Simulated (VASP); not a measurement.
A run of VASP 6.6.1 is set up as follows.

File INCAR:

```
SYSTEM = MgO
ALGO = Normal ; EDIFF = 1E-7
EDIFFG = -0.005 ; ENCUT = 840
GGA = PE ; GGA_COMPAT = .False.
IBRION = 2 ; ISIF = 3
ISMEAR = -1 ; LASPH = .True.
LCHARG = .False. ; LREAL = .False.
LWAVE = .False. ; NELM = 120
NELMIN = 4 ; NSW = 60
PREC = Accurate ; SIGMA = 0.08
```

Contents of KPOINTS:

```
k-points
0
Gamma
  15 15 15
  0 0 0
```

File POSCAR:

```
MgO
1.0
    2.7810396356      0.0000000000      0.0000000000
    0.0000000000      2.7810396356      0.0000000000
    0.0000000000      0.0000000000      2.7810396356
Mg O
1 1
Direct
    0.0000000000      0.0000000000      0.0000000000
    0.5000000000      0.5000000000      0.5000000000
```

Potentials or basis: VASP PAW PBE potentials, release 64 (Mg_sv, O).

Run with:

```console
$ cat potpaw_PBE.64/Mg_sv/POTCAR potpaw_PBE.64/O/POTCAR > POTCAR
$ mpirun -np 1 vasp_std > vasp.out
```

Q: Estimate the relaxed volume.

A: 9.42 Å³/atom.

Q: Predict the relaxed cell.

A: a = 2.661 Å, b = 2.661 Å, c = 2.661 Å, α = 90.00°, β = 90.00°, γ = 90.00°.

Step by step:
```tsv
step	energy change (eV)	largest force (eV/Å)	pressure (GPa)	volume (Å³)
1	0.0000	0.0000	-14.31	21.51
2	-0.1321	0.0000	1.44	18.65
3	-0.1329	0.0000	0.05	18.84
```
